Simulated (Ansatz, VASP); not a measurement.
# Cd2HgO3: VASP beside Ansatz

```
Cd Hg O
1.0
    -1.69808    1.69808    7.29505
     1.69808   -1.69808    7.29505
     1.69808    1.69808   -7.29505
Cd Hg O
2 1 3
Cartesian
  0.0000 0.0000 12.1477
  0.0000 0.0000 2.4424
  0.0000 0.0000 7.2950
  0.0000 0.0000 0.0000
  0.0000 0.0000 9.7769
  0.0000 0.0000 4.8132
```

Alike in both runs: functional PBE; k mesh 16 × 16 × 16; occupations gaussian, width 0.1 eV; no spin polarisation.

Ansatz relaxed the structure, and its values are those at the end. VASP's run is a single point on that final structure, the one shown.

|  | VASP | Ansatz |
| --- | --- | --- |
| version | VASP 6.6.1 | Ansatz 0.2.0 |
| potentials or method | VASP PAW PBE potentials, release 64 (Cd, Hg, O), cutoff 520 eV | scalar-relativistic, plane waves, PAW |
| valence electrons in the cell | 54 | 78 |

```csv
,VASP,Ansatz,Ansatz less VASP
gap on the k mesh at the Fermi level (eV),none,none,-
pressure (GPa),1.1,0.0,-1.09
rms of the force components (eV/Å),0.006,0.001,-0.0052
```

A gap of «none» marks a metal or a gap that the smearing closes. With one functional, cell and mesh, what is left measures potentials, basis and numerics. VASP's potentials hold 54 valence electrons a cell and Ansatz's 78, so a difference there can come from the potentials and not from the codes.

Spin-orbit coupling is off throughout.
